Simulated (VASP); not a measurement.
# W8C9F3 in VASP: further runs, part 2 of 2

VASP 6.6.1. Earlier steps stand in the parts before.

## 4. Single point, PBEsol

Contents of INCAR:

```
  PREC = Accurate
  ENCUT = 520
  EDIFF = 1E-6
  ISMEAR = -1
  SIGMA = 0.15
  LREAL = Auto
  LASPH = True
  NELM = 100
  ALGO = Normal
  ISIF = 2
  LWAVE = False
  LCHARG = False
  GGA = PS
  NBANDS = 100
```

Contents of KPOINTS:

```
regular mesh
0
Gamma
  3 3 1
```

Contents of POSCAR:

```
W8C9F3
1.0
    5.7763200000      0.0000000000      0.0000000000
   -2.8881600000      5.0024400000      0.0000000000
    0.0000000000      0.0000000000     16.2384600000
W C F
8 9 3
Direct
    0.0000000000      0.0000000000      0.0615821944
    0.0000052400     -0.0000005997      0.2355090323
    0.0000000000      0.5000000000      0.0615821944
    0.0005793816      0.5002886591      0.2362594113
    0.5000000000      0.0000000000      0.0615821944
    0.4997194775     -0.0005773183      0.2362599040
    0.5000000000      0.5000000000      0.0615821944
    0.4997126309      0.5002818625      0.2362581181
    0.3332854745      0.1666370811      0.1421084265
    0.3355708829      0.1677981145      0.3041761349
    0.3333339990      0.6666662669      0.1433950017
    0.3333424069      0.6666612693      0.3142750606
    0.8333603325      0.1666458768      0.1421095966
    0.8322092279      0.1677645309      0.3041774282
    0.8333543518      0.6667142434      0.1421092271
    0.8322358143      0.6644321571      0.3041761965
    0.3333590852      0.6666582708      0.4072945341
    0.2065597297      0.4167664180      0.4385341344
    0.5832598720      0.7897456041      0.4385282841
    0.2102769723      0.7934681875      0.4385345655
```

Potentials or basis: VASP PAW PBE potentials, release 64 (W_sv, C, F).

Run with:

```
$ cat potpaw_PBE.64/W_sv/POTCAR potpaw_PBE.64/C/POTCAR potpaw_PBE.64/F/POTCAR > POTCAR
$ mpirun -np 1 vasp_std > vasp.out
```

OUTCAR:

```text
PREC = Accurate
   ENCUT = 520
   EDIFF = 1E-6
   ISMEAR = -1
   LREAL = Auto
   LASPH = True
   NELM = 100
   ISIF = 2
   GGA = PS

 ion  position               nearest neighbor table
   1  0.000  0.000  0.062-   9 2.12  15 2.12  13 2.12   2 2.82   5 2.89   5 2.89   3 2.89   3 2.89
                             7 2.89   7 2.89
   2  0.000  1.000  0.236-  14 2.02  10 2.02  16 2.02   9 2.25  15 2.25  13 2.25   1 2.82   8 2.89
                             6 2.89   4 2.89   4 2.89   6 2.89   8 2.89
   3  0.000  0.500  0.062-  13 2.12  15 2.12  11 2.13   4 2.84   7 2.89   7 2.89   5 2.89   1 2.89
                             1 2.89   5 2.89
   4  0.001  0.500  0.236-  16 2.00  14 2.00  12 2.09  11 2.25  13 2.26  15 2.26   3 2.84   8 2.88
                             6 2.88   2 2.89   2 2.89   6 2.89   8 2.89
   5  0.500  0.000  0.062-   9 2.12  13 2.12  11 2.13   6 2.84   1 2.89   1 2.89   3 2.89   7 2.89
                             7 2.89   3 2.89
   6  0.500  0.999  0.236-  14 2.00  10 2.00  12 2.09  11 2.25  13 2.26   9 2.26   5 2.84   4 2.88
                             8 2.88   2 2.89   2 2.89   8 2.89   4 2.89
[... 226 lines left out ...]
      1     -73.1869      2.00000
      2     -73.1269      2.00000
      3     -73.1269      2.00000
      4     -73.1222      2.00000
      5     -73.0892      2.00000
      6     -73.0304      2.00000
[... 484 lines left out ...]
     95       3.1079      0.00000
     96       3.2728      0.00000
 [bands above 96 left out]

------------------------ aborting loop because EDIFF is reached ----------------------------------------

  FORCE on cell =-STRESS in cart. coord.  units (eV):
  Direction    XX          YY          ZZ          XY          YZ          ZX
  --------------------------------------------------------------------------------------
  -------------------------------------------------------------------------------------
  Total        5.0013674      5.0018086      1.0595216     -0.0004093      0.0009558     -0.0025459
  in kB       17.0773848     17.0788916      3.6177822     -0.0013975      0.0032636     -0.0086930
  external PRESSURE =      12.5913529 kB  Pullay stress =       0.0000000 kB

 VOLUME and BASIS-vectors are now :
 -----------------------------------------------------------------------------
  energy-cutoff  :      520.00
  volume of cell :      469.22
      direct lattice vectors                 reciprocal lattice vectors
     5.776320000  0.000000000  0.000000000     0.173120603  0.099951224  0.000000000
    -2.888160000  5.002440000  0.000000000     0.000000000  0.199902448  0.000000000
     0.000000000  0.000000000 16.238460000     0.000000000  0.000000000  0.061582194

 POSITION                                       TOTAL-FORCE (eV/Angst)
 -----------------------------------------------------------------------------------
      0.00000      0.00000      1.00000        -0.000028     -0.000047     -0.236175
     -2.88813      5.00244      3.82430        -0.000529     -0.000135     -0.034623
     -1.44408      2.50122      1.00000         0.105401      0.060646     -0.009746
     -1.44157      2.50266      3.83649         0.020705      0.012283     -0.036138
      2.88816      0.00000      1.00000        -0.000055     -0.121663     -0.009745
      0.00005      4.99955      3.83650         0.000326     -0.024075     -0.036378
[... 12 lines left out ...]
      1.08818      3.95065      7.12102         0.336653      0.193578      0.162272
     -1.07704      3.96928      7.12113        -0.335630      0.195209      0.162201
 -----------------------------------------------------------------------------------
    total drift:                                0.000663     -0.000057     -0.004183

  FREE ENERGIE OF THE ION-ELECTRON SYSTEM (eV)
  ---------------------------------------------------
  free  energy   TOTEN  =      -196.5369795823 eV

  energy  without entropy=     -196.2452794253  energy(sigma->0) =     -196.39112950
```

OSZICAR:

```text
N       E                     dE             d eps       ncg     rms          rms(c)
DAV:   1     0.204717944002E+04    0.20472E+04   -0.97935E+04  1160   0.164E+03
DAV:   2    -0.692471548363E+02   -0.21164E+04   -0.20698E+04  1140   0.495E+02
DAV:   3    -0.216319052113E+03   -0.14707E+03   -0.14328E+03  1184   0.129E+02
[... 20 lines left out ...]
DAV:  24    -0.196536957345E+03   -0.37181E-04   -0.18831E-06   772   0.383E-03    0.153E-03
DAV:  25    -0.196536972995E+03   -0.15650E-04   -0.99435E-07   764   0.268E-03    0.704E-04
DAV:  26    -0.196536977196E+03   -0.42007E-05   -0.24135E-07   648   0.190E-03    0.496E-04
DAV:  27    -0.196536978783E+03   -0.15874E-05   -0.13264E-07   604   0.128E-03    0.313E-04
DAV:  28    -0.196536979582E+03   -0.79917E-06   -0.96797E-08   572   0.841E-04
   1 F= -.19653698E+03 E0= -.19639113E+03  d E =-.291700E+00
```

Wall time 9 min (1 thread of Intel Xeon Platinum 8488C (Sapphire Rapids), shared host); peak memory 0.65 GiB.

What came out:

- Free energy: -196.5370 eV
- Largest force: 0.441 eV/Å
- Band gap on the k mesh: zero (an odd number of electrons rules out a gap without spin polarisation)

Forces in eV/Å, atoms in the order of the input:
```
W    0.000  0.000 -0.236
W   -0.001  0.000 -0.035
W    0.105  0.061 -0.010
W    0.021  0.012 -0.036
W    0.000 -0.122 -0.010
W    0.000 -0.024 -0.036
W   -0.105  0.061 -0.010
W   -0.021  0.012 -0.036
C    0.000  0.000 -0.006
C   -0.006 -0.003  0.103
C    0.000  0.000  0.010
C    0.000  0.000  0.062
C    0.000  0.000 -0.006
C    0.005 -0.003  0.103
C    0.000  0.000 -0.006
C    0.000  0.007  0.103
C    0.000  0.000 -0.441
F   -0.001 -0.389  0.162
F    0.337  0.194  0.162
F   -0.336  0.195  0.162
```

Levels at points of the mesh, in eV from the Fermi level:
```
           k point  band 82  band 83  band 84  band 85  band 86  band 87  band 88  band 89
(0.00, 0.00, 0.00)     0.27     0.27     0.49     0.49     0.53     1.32     1.42     1.42
```

Caveat: the k points lie up to 0.42 Å⁻¹ apart, too coarse for converged energies and pressures of a metal; the PAW data sets were made with another functional, which shifts forces and pressure a little; spin-orbit coupling is left out, which moves the levels of the heavy elements; an odd number of electrons without spin polarisation forces a metal; a magnetic or distorted state may lie lower.
